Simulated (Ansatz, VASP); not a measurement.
## One calculation of Si7Ge, two programs

```
Si Ge
1.0
     5.45918    0.00000    0.00000
     0.00000    5.45918    0.00000
     0.00000    0.00000    5.45918
Si Ge
7 1
Cartesian
  1.3790 1.3790 1.3790
  0.0000 2.7296 2.7296
  2.7296 2.7296 0.0000
  2.7296 0.0000 2.7296
  4.0802 1.3790 4.0802
  4.0802 4.0802 1.3790
  1.3790 4.0802 4.0802
  0.0000 0.0000 0.0000
```

Alike in both runs: task single point; functional PBEsol; k mesh 6 × 6 × 6; occupations gaussian, width 0.03 eV; no spin polarisation.

```csv
,VASP,Ansatz
version,VASP 6.6.1,Ansatz 0.2.0
potentials or method,"VASP PAW PBE potentials, release 64 (Si, Ge_d), cutoff 520 eV","scalar-relativistic, plane waves, PAW"
valence electrons in the cell,42,42
```

```tsv
	VASP	Ansatz	Ansatz less VASP
gap on the k mesh at the Fermi level (eV)	0.27	0.28	+0.005
least direct gap on the mesh (eV)	0.27	0.28	+0.005
pressure (GPa)	0.1	0.0	-0.06
rms of the force components (eV/Å)	0.004	0.000	-0.0034
```

VASP's potentials were made for PBE, not for PBEsol. Atom by atom the forces differ by 0.003 eV/Å (rms over components).
